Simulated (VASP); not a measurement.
# La (P6_3/mmc) in VASP: further runs

La is run at these levels: revPBE; tasks: single point.

Everything below comes from runs of VASP 6.6.1. Logs are shortened: lines on timing, memory, paths and dates and some standing lists are left out, and cuts for length are marked.

## 1. The cell of the first run

Symmetry: P6_3/mmc, No. 194, hexagonal system. The conventional cell has a = 3.839 Å, b = 3.839 Å, c = 6.161 Å, α = 90.00°, β = 90.00°, γ = 120.00°. Within 5.0 Å of La (site symmetry -6m2) lie 12 La at 3.79 to 3.84 Å.

## 2. Single point, revPBE (39.31 Å³/atom)

INCAR

```
PREC     = Accurate       # precision mode
ENCUT    = 520            # plane-wave cutoff, eV
EDIFF    = 1E-6           # SCF threshold, eV
ISMEAR   = -1             # smearing method
SIGMA    = 0.1            # smearing width, eV
LREAL    = False          # projectors in reciprocal space
LASPH    = True           # aspherical terms in the spheres
NELM     = 100            # most SCF steps
ALGO     = Normal         # electronic algorithm
ISIF     = 2              # what is computed and relaxed
LWAVE    = False          # write WAVECAR
LCHARG   = True           # write CHGCAR
GGA      = RE             # functional
LELF     = True           # ELF
LVHAR    = True         
NBANDS   = 18             # bands
```

KPOINTS

```
Automatic mesh
0
Gamma
  11 11 6
```

POSCAR

```
La
1.0
    3.8386783143      0.0000000000      0.0000000000
   -1.9193391571      3.3243929371      0.0000000000
    0.0000000000      0.0000000000      6.1610978905
La
2
Direct
    0.3333333333      0.6666666667      0.2500000000
    0.6666666667      0.3333333333      0.7500000000
```

Potentials or basis: VASP PAW PBE potentials, release 64 (La).

Command:

```sh
$ cat potpaw_PBE.64/La/POTCAR > POTCAR
$ mpirun -np 1 vasp_std > vasp.out
```

OUTCAR:

```text
PREC = Accurate
   ENCUT = 520
   EDIFF = 1E-6
   ISMEAR = -1
   LREAL = False
   LASPH = True
   NELM = 100
   ISIF = 2
   GGA = RE

 ion  position               nearest neighbor table
   1  0.333  0.667  0.250-
   2  0.667  0.333  0.750-

  LATTYP: Found a hexagonal cell.
 ALAT       =     3.8386783143
 C/A-ratio  =     1.6050050007

  Lattice vectors:

 A1 = (   3.8386783143,   0.0000000000,   0.0000000000)
 A2 = (  -1.9193391571,   3.3243929371,   0.0000000000)
 A3 = (   0.0000000000,   0.0000000000,   6.1610978905)

Analysis of symmetry for initial positions (statically):
=====================================================================
 Subroutine PRICEL returns:
 Original cell was already a primitive cell.

 Routine SETGRP: Setting up the symmetry group for a
 hexagonal supercell.

 Subroutine GETGRP returns: Found 24 space group operations
 (whereof 12 operations were pure point group operations)
 out of a pool of 24 trial point group operations.

The static configuration has the point symmetry D_3d.
 The point group associated with its full space group is D_6h.

Analysis of symmetry for dynamics (positions and initial velocities):
=====================================================================
 Subroutine PRICEL returns:
 Original cell was already a primitive cell.

 Routine SETGRP: Setting up the symmetry group for a
 hexagonal supercell.

 Subroutine GETGRP returns: Found 24 space group operations
 (whereof 12 operations were pure point group operations)
 out of a pool of 24 trial point group operations.

The dynamic configuration has the point symmetry D_3d.
 The point group associated with its full space group is D_6h.

 Subroutine INISYM returns: Found 24 space group operations
 (whereof 12 operations are pure point group operations),
 and found     1 'primitive' translations

----------------------------------------------------------------------------------------

                                     Primitive cell

  volume of cell :      78.6235

  direct lattice vectors                    reciprocal lattice vectors
     3.838678314  0.000000000  0.000000000     0.260506330  0.150403400  0.000000000
    -1.919339157  3.324392937  0.000000000     0.000000000  0.300806800  0.000000000
     0.000000000  0.000000000  6.161097890     0.000000000  0.000000000  0.162308734

  length of vectors
     3.838678314  3.838678314  6.161097890     0.300806800  0.300806800  0.162308734

  position of ions in fractional coordinates (direct lattice)
     0.333333333  0.666666667  0.250000000
     0.666666667  0.333333333  0.750000000

  ion indices of the primitive-cell ions
   primitive index   ion index
                 1           1
                 2           2

----------------------------------------------------------------------------------------

 KPOINTS: Automatic mesh

Automatic generation of k-mesh.
 Grid dimensions read from file:
 generate k-points for:   11   11    6

 Generating k-lattice:

  Cartesian coordinates                     Fractional coordinates (reciprocal lattice)
     0.023682394  0.013673036  0.000000000     0.090909091 -0.000000000  0.000000000
     0.000000000  0.027346073  0.000000000     0.000000000  0.090909091  0.000000000
     0.000000000  0.000000000  0.027051456     0.000000000  0.000000000  0.166666667

  Length of vectors
     0.027346073  0.027346073  0.027051456

  Shift w.r.t. Gamma in fractional coordinates (k-lattice)
     0.000000000  0.000000000  0.000000000

 Subroutine IBZKPT returns following result:
 ===========================================

 Found     64 irreducible k-points:

 Following reciprocal coordinates:
            Coordinates               Weight
  0.000000  0.000000  0.000000      1.000000
  0.090909 -0.000000  0.000000      6.000000
  0.181818 -0.000000  0.000000      6.000000
  0.272727  0.000000  0.000000      6.000000
  0.363636 -0.000000  0.000000      6.000000
  0.454545 -0.000000  0.000000      6.000000
[... 16 lines left out ...]
  0.090909  0.090909  0.166667     12.000000
  0.181818  0.090909  0.166667     24.000000
 [... further k-points ...]
   k-points           NKPTS =     64   k-points in BZ     NKDIM =     64   number of bands    NBANDS=     18
   number of dos      NEDOS =    301   number of ions     NIONS =      2
   total plane-waves  NPLWV =  43200
   dimension x,y,z NGX =    30 NGY =   30 NGZ =   48
   dimension x,y,z NGXF=    60 NGYF=   60 NGZF=   96
   ions per type =               2
   NGX,Y,Z   is equivalent  to a cutoff of  12.99, 12.99, 12.95 a.u.
   NGXF,Y,Z  is equivalent  to a cutoff of  25.98, 25.98, 25.90 a.u.
 SYSTEM =  unknown system
   PREC   = accura    normal or accurate (medium, high low for compatibility)
   ISTART =      0    job   : 0-new  1-cont  2-samecut
   ICHARG =      2    charge: 1-file 2-atom 10-const
   ISPIN  =      1    spin polarized calculation?
   LNONCOLLINEAR =      F non collinear calculations
   LSORBIT =      F    spin-orbit coupling
   LASPH  =      T    aspherical Exc in radial PAW
   ENCUT  =  520.0 eV  38.22 Ry    6.18 a.u.   7.14  7.14 11.46*2*pi/ulx,y,z
   NELM   =    100;   NELMIN=  2; NELMDL= -5     # of ELM steps
   EDIFF  = 0.1E-05   stopping-criterion for ELM
   LREAL  =      F    real-space projection
   EDIFFG = 0.1E-04   stopping-criterion for IOM
   NSW    =      0    number of steps for IOM
   IBRION =     -1    ionic relax: 0-MD 1-quasi-New 2-CG
   NFREE  =      0    steps in history (QN), initial steepest desc. (CG)
   ISIF   =      2    stress and relaxation
   ISYM   =      2    0-nonsym 1-usesym 2-fastsym
   POTIM  = 0.5000    time-step for ionic-motion
   TEBEG  =    0.0;   TEEND  =   0.0 temperature during run
   PSTRESS=    0.0 pullay stress
   NELECT =      22.0000    total number of electrons
   NUPDOWN=      -1.0000    fix difference up-down
   EMIN   =  10.00;   EMAX   =-10.00  energy-range for DOS
   EFERMI =   0.00;   METHOD = LEGACY
   ISMEAR =    -1;   SIGMA  =   0.10  broadening in eV -4-tet -1-fermi 0-gaus
   EFERMI_NEDOS =   21; number of points for ismear=-14 and -15
   IALGO  =     38    algorithm
   IMIX   =      4    mixing-type and parameters
     AMIX     =   0.40;   BMIX     =  1.00
     AMIX_MAG =   1.60;   BMIX_MAG =  1.00
  volume/ion in A,a.u.               =      39.31       265.29
  Fermi-wavevector in a.u.,A,eV,Ry     =   1.070775  2.023472 15.599891  1.146560
  Thomas-Fermi vector in A             =   2.206496
   LORBIT       =      0    0 simple, 1 ext, 2 COOP (PROOUT), +10 PAW based schemes
   GGA     = RE    functional components
   LHFCALC =     F    Hartree Fock is set to
   AEXX    =    0.0000 exact exchange contribution
   IVDW    =     0    specifies the selected vdW correction
   LEPSILON=     F    determine dielectric tensor
   LRPA    =     F    only Hartree local field effects (RPA)
 non-spin polarized calculation
  energy-cutoff  :      520.00
  volume of cell :       78.62
 maximum number of plane-waves:      2137
 NGX is ok and might be reduce to    30
   NGX = 15   NGY = 15   NGZ = 23

 number of electron      22.0000002 magnetization

 Free energy of the ion-electron system (eV)
  ---------------------------------------------------
  ext. energy  EPLUGINS =         0.00000000
  ---------------------------------------------------
  free energy    TOTEN  =        -9.23103414 eV

  energy without entropy =       -9.09810355  energy(sigma->0) =       -9.16456884

 E-fermi :   7.3890     XC(G=0):  -9.2695

 val. band max:        7.3798977171   @ k =   0.2727   0.2727   0.0000
 cond. band min:       7.4005571976   @ k =   0.1818  -0.0000   0.5000
 fundamental gap:      0.0206594805
 Fermi energy:         7.3889527064

 k-point     1 :       0.0000    0.0000    0.0000
  band No.  band energies     occupation
      1     -25.5590      2.00000
      2     -25.3934      2.00000
      3      -9.8548      2.00000
      4      -8.8561      2.00000
      5      -8.8561      2.00000
      6      -8.6934      2.00000
[... 10 lines left out ...]
     17       8.9963      0.00000
     18       9.0206      0.00000

 k-point     2 :       0.0909   -0.0000    0.0000
  band No.  band energies     occupation
      1     -25.5486      2.00000
      2     -25.3888      2.00000
      3      -9.8254      2.00000
      4      -8.9283      2.00000
      5      -8.8791      2.00000
      6      -8.7679      2.00000
[... 10 lines left out ...]
     17       9.0053      0.00000
     18       9.0156      0.00000

 k-point     3 :       0.1818   -0.0000    0.0000
  band No.  band energies     occupation
      1     -25.5200      2.00000
      2     -25.3770      2.00000
      3      -9.7417      2.00000
      4      -9.1193      2.00000
      5      -8.9586      2.00000
      6      -8.9378      2.00000
[... 10 lines left out ...]
     17       9.0711      0.00000
     18       9.1333      0.00000

 k-point     4 :       0.2727    0.0000    0.0000
  band No.  band energies     occupation
      1     -25.4802      2.00000
      2     -25.3633      2.00000
      3      -9.6167      2.00000
      4      -9.3633      2.00000
      5      -9.1914      2.00000
      6      -9.0099      2.00000
[... 375 lines left out ...]
      4      -9.5671      2.00000
      5      -9.2675      2.00000
      6      -9.0908      2.00000
[... 10 lines left out ...]
     17       9.1370      0.00000
     18       9.1756      0.00000

 k-point    23 :       0.0909    0.0909    0.1667
  band No.  band energies     occupation
      1     -25.5194      2.00000
      2     -25.3908      2.00000
      3      -9.7122      2.00000
      4      -9.0231      2.00000
      5      -8.9841      2.00000
      6      -8.8855      2.00000
[... 10 lines left out ...]
     17       9.0783      0.00000
     18       9.0947      0.00000

 k-point    24 :       0.1818    0.0909    0.1667
  band No.  band energies     occupation
      1     -25.4865      2.00000
      2     -25.3766      2.00000
      3      -9.6378      2.00000
      4      -9.2176      2.00000
      5      -9.1633      2.00000
      6      -8.9673      2.00000
[... 10 lines left out ...]
     17       9.0715      0.00000
     18       9.1146      0.00000

 [... further k-points ...]

------------------------ aborting loop because EDIFF is reached ----------------------------------------

  FORCE on cell =-STRESS in cart. coord.  units (eV):
  Direction    XX          YY          ZZ          XY          YZ          ZX
  --------------------------------------------------------------------------------------
  -------------------------------------------------------------------------------------
  Total        0.0189535      0.0189535     -0.0155588      0.0000000      0.0000000     -0.0000000
  in kB        0.3862320      0.3862320     -0.3170554      0.0000000      0.0000000     -0.0000000
  external PRESSURE =       0.1518029 kB  Pullay stress =       0.0000000 kB

 VOLUME and BASIS-vectors are now :
 -----------------------------------------------------------------------------
  energy-cutoff  :      520.00
  volume of cell :       78.62
      direct lattice vectors                 reciprocal lattice vectors
     3.838678314  0.000000000  0.000000000     0.260506330  0.150403400  0.000000000
    -1.919339157  3.324392937  0.000000000     0.000000000  0.300806800  0.000000000
     0.000000000  0.000000000  6.161097890     0.000000000  0.000000000  0.162308734

 POSITION                                       TOTAL-FORCE (eV/Angst)
 -----------------------------------------------------------------------------------
     -0.00000      2.21626      1.54027        -0.000000      0.000000      0.000000
      1.91934      1.10813      4.62082         0.000000     -0.000000      0.000000
 -----------------------------------------------------------------------------------
    total drift:                                0.000000     -0.000000      0.000000

  FREE ENERGIE OF THE ION-ELECTRON SYSTEM (eV)
  ---------------------------------------------------
  free  energy   TOTEN  =        -9.2310341402 eV

  energy  without entropy=       -9.0981035451  energy(sigma->0) =       -9.16456884
```

Run time: 65 s. Hardware: 1 thread of Intel Xeon 6975P-C (Granite Rapids), shared host; peak memory 0.25 GiB.

What came out:

- Free energy: -9.2310 eV
- Pressure: 0.0 GPa
- Band gap on the k mesh: zero (bands 11 and 12 overlap by 1.40 eV)

Levels at points of the mesh, in eV from the Fermi level:
```csv
k point,band 9,band 10,band 11,band 12,band 13,band 14
"(0.00, 0.00, 0.00)",-3.18,-1.67,1.11,1.29,1.29,1.48
"(0.00, 0.00, 0.50)",-1.90,-1.90,0.57,0.57,1.33,1.33
```

Caveat: the PAW data sets were made with another functional, which shifts forces and pressure a little; spin-orbit coupling is left out, which moves the levels of the heavy elements.

## 3. Single point, revPBE (40.88 Å³/atom)

This run uses another cell than the first one, of 40.88 Å³/atom.

INCAR

```
PREC = Accurate
ENCUT = 520
EDIFF = 1E-6
ISMEAR = -1
SIGMA = 0.1
LREAL = F
LASPH = T
NELM = 80
ALGO = Normal
ISIF = 2
LWAVE = F
LCHARG = F
GGA = RE
NBANDS = 18
```

KPOINTS is that of step 2.

POSCAR

```
La
1.0
    3.8891930324      0.0000000000      0.0000000000
   -1.9445965161      3.3681399663      0.0000000000
    0.0000000000      0.0000000000      6.2421742657
La
2
Direct
    0.3333333333      0.6666666667      0.2500000000
    0.6666666667      0.3333333333      0.7500000000
```

Potentials or basis: VASP PAW PBE potentials, release 64 (La).

Command:

```sh
$ cat potpaw_PBE.64/La/POTCAR > POTCAR
$ mpirun -np 1 vasp_std > vasp.out
```

Wall time 65 s (1 thread of Intel Xeon 6975P-C (Granite Rapids), shared host); peak memory 0.25 GiB.

The run converged. Its results:

```yaml
Free_energy: -9.2227 eV
Pressure: -0.9 GPa
Band_gap_on_the_k_mesh: zero (bands 11 and 12 overlap by 1.35 eV)
```

Stress tensor (GPa, compression positive):
```
-0.83  0.00  0.00
 0.00 -0.83  0.00
 0.00  0.00 -0.99
```

Levels at points of the mesh, in eV from the Fermi level:
| k point | band 9 | band 10 | band 11 | band 12 | band 13 | band 14 |
| --- | --- | --- | --- | --- | --- | --- |
| (0.00, 0.00, 0.00) | -3.19 | -1.62 | 1.09 | 1.26 | 1.26 | 1.42 |
| (0.00, 0.00, 0.50) | -1.93 | -1.93 | 0.55 | 0.55 | 1.31 | 1.31 |

Caveat: the PAW data sets were made with another functional, which shifts forces and pressure a little; spin-orbit coupling is left out, which moves the levels of the heavy elements.

## 4. Single point, revPBE (42.46 Å³/atom)

This run uses another cell than the first one, of 42.46 Å³/atom.

INCAR

```
SYSTEM = La
ALGO = Normal ; EDIFF = 1E-7
ENCUT = 520 ; GGA = RE
ISIF = 2 ; ISMEAR = -1
LASPH = .True. ; LCHARG = .False.
LREAL = .False. ; LWAVE = .False.
NBANDS = 18 ; NELM = 100
PREC = Accurate ; SIGMA = 0.1
```

KPOINTS

```
k-points
0
Gamma
  11 11 6
  0 0 0
```

POSCAR

```
La
1.0
    3.9384285507      0.0000000000      0.0000000000
   -1.9692142753      3.4107791759      0.0000000000
    0.0000000000      0.0000000000      6.3211975188
La
2
Direct
    0.3333333333      0.6666666667      0.2500000000
    0.6666666667      0.3333333333      0.7500000000
```

Command:

```sh
$ cat potpaw_PBE.64/La/POTCAR > POTCAR
$ mpirun -np 1 vasp_std > vasp.out
```

Wall time 86 s (1 thread of Intel Xeon 6975P-C (Granite Rapids), shared host); peak memory 0.26 GiB.

Results (log left out):

* Free energy: -9.1977 eV
* Pressure: -1.7 GPa
* Band gap on the k mesh: zero (bands 11 and 12 overlap by 1.29 eV)

Stress tensor (GPa, compression positive):
```
-1.61  0.00  0.00
 0.00 -1.61  0.00
 0.00  0.00 -1.83
```

Levels at points of the mesh, in eV from the Fermi level:
| k point | band 9 | band 10 | band 11 | band 12 | band 13 | band 14 |
| --- | --- | --- | --- | --- | --- | --- |
| (0.00, 0.00, 0.00) | -3.19 | -1.58 | 1.06 | 1.24 | 1.24 | 1.36 |
| (0.00, 0.00, 0.50) | -1.97 | -1.97 | 0.53 | 0.53 | 1.28 | 1.28 |

Caveat: the PAW data sets were made with another functional, which shifts forces and pressure a little; spin-orbit coupling is left out, which moves the levels of the heavy elements.

## 5. The runs side by side

| cell | gap on the mesh (eV) | pressure (GPa) |
| --- | --- | --- |
| a = 3.839, b = 3.839, c = 6.161 Å, angles 90.0, 90.0, 120.0°, 2 atoms | none | 0.0 |
| a = 3.889, b = 3.889, c = 6.242 Å, angles 90.0, 90.0, 120.0°, 2 atoms | none | -0.9 |
| a = 3.938, b = 3.938, c = 6.321 Å, angles 90.0, 90.0, 120.0°, 2 atoms | none | -1.7 |

Alike in all rows: task single point; level revPBE; potentials or basis VASP PAW PBE potentials, release 64 (La); no spin polarisation; k mesh 11 × 11 × 6; cutoff (eV) 520; smearing fermi-dirac 0.1 eV.

Caveats: the PAW data sets were made with another functional, which shifts forces and pressure a little; spin-orbit coupling is left out, which moves the levels of the heavy elements.

Total energies depend on the potentials used, so only differences within one code and one set of settings carry meaning.

The gap in the log of VASP goes by the Fermi energy; the results here count the filled bands.